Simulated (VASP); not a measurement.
Input of a VASP 6.6.1 run:

Contents of INCAR:

```
PREC     = Accurate       # precision mode
ENCUT    = 600            # plane-wave cutoff, eV
EDIFF    = 1E-6           # SCF threshold, eV
ISMEAR   = 0              # smearing method
SIGMA    = 0.05           # smearing width, eV
LREAL    = F              # projectors in reciprocal space
LASPH    = T              # aspherical terms in the spheres
NELM     = 150            # most SCF steps
ALGO     = Normal         # electronic algorithm
ISIF     = 3              # what is computed and relaxed
LWAVE    = F              # write WAVECAR
LCHARG   = F              # write CHGCAR
ISPIN    = 2              # spin polarisation
MAGMOM   = 1.5            # initial moments
LORBIT   = 11             # projections on sites
LMAXMIX  = 4              # l up to which the mixer works
GGA      = PS             # functional
IBRION   = 2              # ionic algorithm
NSW      = 80             # ionic steps
EDIFFG   = -0.03          # ionic threshold
```

Contents of KPOINTS:

```
regular mesh
0
Gamma
  8 8 8
```

File POSCAR:

```
Ni
1.0
    2.4917520000      0.0000000000      0.0000000000
    1.2458760000      2.1579205319      0.0000000000
    1.2458760000      0.7193068440      2.0345069885
Ni
1
Direct
    0.0000000000      0.0000000000      0.0000000000
```

Potentials or basis: VASP PAW PBE potentials, release 64 (Ni).

The run is started by

```console
$ cat potpaw_PBE.64/Ni/POTCAR > POTCAR
$ mpirun -np 1 vasp_std > vasp.out
```

Task: Estimate the site moments.

Result: Ni +0.70 μB.

Task: Estimate the relaxed volume.

Result: 10.39 Å³/atom.

Final structure:
```
Ni
1.0
     2.44956    0.00000    0.00000
     1.22478    2.12138    0.00000
     1.22478    0.70713    2.00005
Ni
1
Direct
  0.00000 0.00000 0.00000
```

Caveat: the k points lie up to 0.39 Å⁻¹ apart in the final cell; the PAW data sets were made with another functional, which shifts forces and pressure a little.
